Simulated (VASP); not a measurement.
# MoS2 (R3m) in VASP: single point with PBE+U

Aim: the single point of MoS2 with PBE+U.

All numbers are computed with VASP 6.6.1; they aren't measurements. Logs are shortened: lines on timing, memory, paths and dates and some standing lists are left out, and cuts for length are marked.

## 1. The cell of the first run

Symmetry: R3m, No. 160, trigonal system. Conventional cell: a = 3.160 Å, b = 3.160 Å, c = 18.330 Å, α = 90.00°, β = 90.00°, γ = 120.00°. Within 3.2 Å of Mo (site symmetry 3m) lie 6 S at 2.38 Å and 6 Mo at 3.16 Å. Within 3.2 Å of S (site symmetry 3m) lie 3 Mo at 2.38 Å and 7 S at 3.06 to 3.16 Å. Within 3.2 Å of S (site symmetry 3m) lie 3 Mo at 2.38 Å and 7 S at 3.06 to 3.16 Å.

## 2. Single point, PBE+U, collinear spin

Contents of INCAR:

```
ALGO = Normal ; EDIFF = 1E-6
ENCUT = 520 ; GGA = PE
ISIF = 2 ; ISMEAR = -1
ISPIN = 2 ; LASPH = True
LCHARG = True ; LDAU = True
LDAUJ = 0 0 ; LDAUL = 2 -1
LDAUPRINT = 1 ; LDAUTYPE = 2
LDAUU = 2.9 0 ; LELF = True
LMAXMIX = 4 ; LORBIT = 11
LREAL = False ; LVHAR = True
LWAVE = False ; MAGMOM = 2 -2 0 0 0 0
NBANDS = 39 ; NELM = 150
PREC = Accurate ; SIGMA = 0.1
```

Contents of KPOINTS:

```
k-points
0
Gamma
  7 4 6
```

Contents of POSCAR:

```
MoS2
1.0
   -1.5799999400     -0.9122133900     -6.1100000000
    1.5799999400      0.9122133900    -12.2200000000
    1.5799999400     -2.7366401700      0.0000000000
Mo S
2 4
Direct
    0.0000000000      0.0000000000      0.0000000000
    0.0000000000      0.5000000000      0.5000000000
    0.7500000000      0.7500000000      0.0000000000
    0.7500000000      0.2500000000      0.5000000000
    0.5830000000      0.5830000000      0.0000000000
    0.5830000000      0.0830000000      0.5000000000
```

Potentials or basis: VASP PAW PBE potentials, release 64 (Mo_sv, S).

On the command line:

```sh
> cat potpaw_PBE.64/Mo_sv/POTCAR potpaw_PBE.64/S/POTCAR > POTCAR
> mpirun -np 1 vasp_std > vasp.out
```

OUTCAR:

```text
EDIFF = 1E-6
   ENCUT = 520
   GGA = PE
   ISIF = 2
   ISMEAR = -1
   ISPIN = 2
   LASPH = True
   LORBIT = 11
   LREAL = False
   NELM = 150
   PREC = Accurate

 ion  position               nearest neighbor table
   1  0.000  0.000  0.000-   4 2.38   4 2.38   3 2.38   6 2.38   5 2.38   6 2.38   2 3.16   2 3.16
                             2 3.16   2 3.16
   2  0.000  0.500  0.500-   3 2.38   3 2.38   4 2.38   5 2.38   6 2.38   5 2.38   1 3.16   1 3.16
                             1 3.16   1 3.16
   3  0.750  0.750  0.000-   2 2.38   2 2.38   1 2.38
   4  0.750  0.250  0.500-   1 2.38   1 2.38   2 2.38
   5  0.583  0.583  0.000-   2 2.38   2 2.38   1 2.38
   6  0.583  0.083  0.500-   1 2.38   1 2.38   2 2.38

  LATTYP: Found a simple monoclinic cell.
 ALAT       =     5.4732803431
 B/A-ratio  =     0.5773502690
 C/A-ratio  =     1.1650360786
 COS(beta)  =    -0.2861141723

  Lattice vectors:

 A1 = (   4.7399998200,   2.7366401700,   0.0000000000)
 A2 = (   1.5799999400,  -2.7366401700,   0.0000000000)
 A3 = (  -1.5799999400,  -0.9122133900,  -6.1100000000)

Analysis of symmetry for initial positions (statically):
=====================================================================
 Subroutine PRICEL returns following result:

  LATTYP: Found a trigonal (rhomboedric) cell.
 ALAT       =     6.3765690680
 COS(alpha) =     0.8772080207
[... 12 lines left out ...]
 Subroutine GETGRP returns: Found  2 space group operations
 (whereof  2 operations were pure point group operations)
 out of a pool of  4 trial point group operations.

The static configuration has the point symmetry C_1h.

Analysis of symmetry for dynamics (positions and initial velocities):
=====================================================================
 Subroutine PRICEL returns following result:

  LATTYP: Found a trigonal (rhomboedric) cell.
 ALAT       =     6.3765690680
 COS(alpha) =     0.8772080207
[... 246 lines left out ...]
  o =  0.3978  v = -0.8638 -0.0353  0.0100 -0.0612 -0.4987  0.0000  0.0000  0.0000  0.0000  0.0000      0.0000  0.0000  0.0000  0.0000  0.0000  0.0000  0.0000  0.0000  0.0000  0.0000
  o =  0.3978  v =  0.0000  0.0000  0.0000  0.0000  0.0000 -0.4988  0.0588  0.0000 -0.0340  0.8640      0.0000  0.0000  0.0000  0.0000  0.0000  0.0000  0.0000  0.0000  0.0000  0.0000
  o =  0.3978  v =  0.0000  0.0000  0.0000  0.0000  0.0000  0.8638  0.0352 -0.0092  0.0610  0.4987      0.0000  0.0000  0.0000  0.0000  0.0000  0.0000  0.0000  0.0000  0.0000  0.0000
  o =  0.4255  v = -0.0087  0.0000 -0.9999  0.0000 -0.0050  0.0000  0.0000  0.0000  0.0000  0.0000      0.0000  0.0000  0.0000  0.0000  0.0000  0.0000  0.0000  0.0000  0.0000  0.0000
  o =  0.4255  v =  0.0000  0.0000  0.0000  0.0000  0.0000 -0.0080  0.0000 -1.0000  0.0001 -0.0046      0.0000  0.0000  0.0000  0.0000  0.0000  0.0000  0.0000  0.0000  0.0000  0.0000

 number of electron      52.0000000 magnetization       0.0000000

 Free energy of the ion-electron system (eV)
  ---------------------------------------------------
  ext. energy  EPLUGINS =         0.00000000
  ---------------------------------------------------
  free energy    TOTEN  =       -36.57607573 eV

  energy without entropy =      -36.57510035  energy(sigma->0) =      -36.57558804

 E-fermi :   8.1355     XC(G=0): -10.8622

 val. band max:        7.7093957931   @ k =  -0.4286   0.2500   0.0000
 cond. band min:       8.6750321337   @ k =  -0.0000   0.0000   0.3333
 fundamental gap:      0.9656363405
 Fermi energy:         8.1355251420

 spin component 1

 k-point     1 :       0.0000    0.0000    0.0000
  band No.  band energies     occupation
      1     -54.0322      1.00000
      2     -53.9905      1.00000
      3     -28.3766      1.00000
      4     -28.1811      1.00000
      5     -28.0986      1.00000
      6     -28.0646      1.00000
[... 1961 lines left out ...]
     37      16.0763      0.00000
     38      16.4706      0.00000

 [... further k-points ...]

 [bands above 38 left out]

------------------------ aborting loop because EDIFF is reached ----------------------------------------

  FORCE on cell =-STRESS in cart. coord.  units (eV):
  Direction    XX          YY          ZZ          XY          YZ          ZX
  --------------------------------------------------------------------------------------
  -------------------------------------------------------------------------------------
  Total        4.5223158      4.5375751      7.0185220     -0.0132149     -0.0013162     -0.0022797
  in kB       68.5638985     68.7952480    106.4094691     -0.2003547     -0.0199548     -0.0345625
  external PRESSURE =      81.2562052 kB  Pullay stress =       0.0000000 kB

 VOLUME and BASIS-vectors are now :
 -----------------------------------------------------------------------------
  energy-cutoff  :      520.00
  volume of cell :      105.68
      direct lattice vectors                 reciprocal lattice vectors
    -1.579999940 -0.912213390 -6.110000000    -0.316455708 -0.182705788 -0.054555374
     1.579999940  0.912213390-12.220000000     0.158227854  0.091352894 -0.054555374
     1.579999940 -2.736640170  0.000000000     0.158227854 -0.274058683  0.000000000

 POSITION                                       TOTAL-FORCE (eV/Angst)
 -----------------------------------------------------------------------------------
      0.00000      0.00000      0.00000         0.000938      0.000541      0.087938
      1.58000     -0.91221     -6.11000         0.000938      0.000541      0.087938
      0.00000      0.00000    -13.74750         0.000051      0.000029     -0.902234
      0.00000     -1.82443     -7.63750         0.000051      0.000029     -0.902234
      0.00000      0.00000    -10.68639        -0.000988     -0.000571      0.814296
      0.00000     -1.82443     -4.57639        -0.000988     -0.000571      0.814296
 -----------------------------------------------------------------------------------
    total drift:                                0.000014      0.000008      0.000217

  FREE ENERGIE OF THE ION-ELECTRON SYSTEM (eV)
  ---------------------------------------------------
  free  energy   TOTEN  =       -36.5760757281 eV

  energy  without entropy=      -36.5751003527  energy(sigma->0) =      -36.57558804

 total charge

# of ion       s       p       d       tot
------------------------------------------
    1        2.304   6.237   3.934  12.476
    2        2.304   6.237   3.934  12.476
    3        1.364   2.366   0.000   3.730
    4        1.364   2.366   0.000   3.730
    5        1.364   2.363   0.000   3.727
    6        1.364   2.363   0.000   3.727
--------------------------------------------------
tot         10.065  21.932   7.869  39.866

 magnetization (x)

# of ion       s       p       d       tot
------------------------------------------
    1        0.000   0.000   0.000   0.000
    2       -0.000  -0.000  -0.000  -0.000
    3       -0.000   0.000   0.000   0.000
    4        0.000  -0.000   0.000  -0.000
    5       -0.000   0.000   0.000   0.000
    6        0.000  -0.000   0.000  -0.000
--------------------------------------------------
tot          0.000   0.000   0.000   0.000
```

Run time: 17 min. Hardware: 1 thread of Intel Xeon Platinum 8375C at 2.90GHz (Ice Lake), shared host; peak memory 0.61 GiB.

What came out:

| Item | Value |
| --- | --- |
| Free energy | -36.5761 eV |
| Pressure | 8.1 GPa |
| Largest force | 0.902 eV/Å |
| Band gap on the k mesh | 0.97 eV |
| Net moment | 0.00 μB per cell |
| Valence electrons inside the program's atomic spheres | Mo 12.48; S 3.73 |

Forces in eV/Å, atoms in the order of the input:
```
Mo   0.001  0.001  0.088
Mo   0.001  0.001  0.088
S    0.000  0.000 -0.902
S    0.000  0.000 -0.902
S   -0.001 -0.001  0.814
S   -0.001 -0.001  0.814
```

Stress tensor (GPa, compression positive):
```
 6.86 -0.02  0.00
-0.02  6.88  0.00
 0.00  0.00 10.64
```

Eigenvalues of the final occupation matrices:
| site | spin | trace | eigenvalues |
| --- | --- | --- | --- |
| site 1 d | 1 | 2.00 | 0.39 0.39 0.40 0.40 0.43 |
| site 1 d | 2 | 2.00 | 0.39 0.39 0.40 0.40 0.43 |
| site 2 d | 1 | 2.00 | 0.39 0.39 0.40 0.40 0.43 |
| site 2 d | 2 | 2.00 | 0.39 0.39 0.40 0.40 0.43 |

Caveat: the cell stands under pressure.
